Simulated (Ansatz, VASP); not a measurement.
## One calculation of HfN, two programs

POSCAR

```
HfN
1.0
    0.0000000000      2.6512077600      2.2584362400
    2.6512077600      0.0000000000      2.2584362400
    2.6512077600      2.6512077600      0.0000000000
Hf N
1 1
Direct
    0.0000000000      0.0000000000      0.0000000000
    0.7500000000      0.7500000000      0.7500000000
```

INCAR.step1

```
PREC = Accurate
ENCUT = 520
ISMEAR = 0
SIGMA = 0.15
LREAL = False
LASPH = True
NELM = 60
NBANDS = 14
GGA = PE
ALGO = Normal
EDIFF = 1E-4
LWAVE = True
LCHARG = False
```

Contents of INCAR.step2:

```
PREC = Accurate
ENCUT = 520
EDIFF = 1E-7
ISMEAR = 0
SIGMA = 0.15
LREAL = False
LASPH = True
NELM = 60
ALGO = Normal
ISIF = 2
LWAVE = False
LCHARG = False
METAGGA = R2SCAN
LMIXTAU = True
NBANDS = 14
ISTART = 1
```

Contents of KPOINTS:

```
regular mesh
0
Gamma
  16 16 16
```

Input for Ansatz:

```yaml
crystal:
  lattice:
    - [0.0, 2.65120776, 2.25843624]
    - [2.65120776, 0.0, 2.25843624]
    - [2.65120776, 2.65120776, 0.0]
  atoms:
    - { symbol: Hf, position: [0.0, 0.0, 0.0] }
    - { symbol: "N", position: [0.75, 0.75, 0.75] }
basis:
  ecutwfc: 500
kpoints:
  mp_grid: { grid: [16, 16, 16] }
hamiltonian:
  xc: r2scan
scf:
  occupations: { method: gaussian, width: 0.15 }
output:
  forces: true
  stress: true
  eigenvalues: true
```

Change from the starting cell: strain +0.080 along x and y, -0.080 along z, atoms carried along.

Alike in both runs: task single point; functional r2SCAN; k mesh 16 × 16 × 16; occupations gaussian, width 0.15 eV; no spin polarisation.

|  | VASP | Ansatz |
| --- | --- | --- |
| version | VASP 6.6.1 | Ansatz 0.2.0 |
| potentials or method | VASP PAW PBE potentials, release 64 (Hf_pv, N), cutoff 520 eV | scalar-relativistic, plane waves, PAW |
| valence electrons in the cell | 15 | 31 |

```csv
,VASP,Ansatz,Ansatz less VASP
gap on the k mesh at the Fermi level (eV),none,none,-
pressure (GPa),-16.7,-15.3,+1.38
"traceless stress, the component that is largest in VASP (GPa)",13.85,13.71,-0.143
```

VASP's potentials were made for PBE, not for r2SCAN. A gap of «none» marks a metal or a gap that the smearing closes. With one functional, cell and mesh, what is left measures potentials, basis and numerics. VASP's potentials hold 15 valence electrons a cell and Ansatz's 31, so a difference there can come from the potentials and not from the codes.

Neither program's run includes spin-orbit coupling.
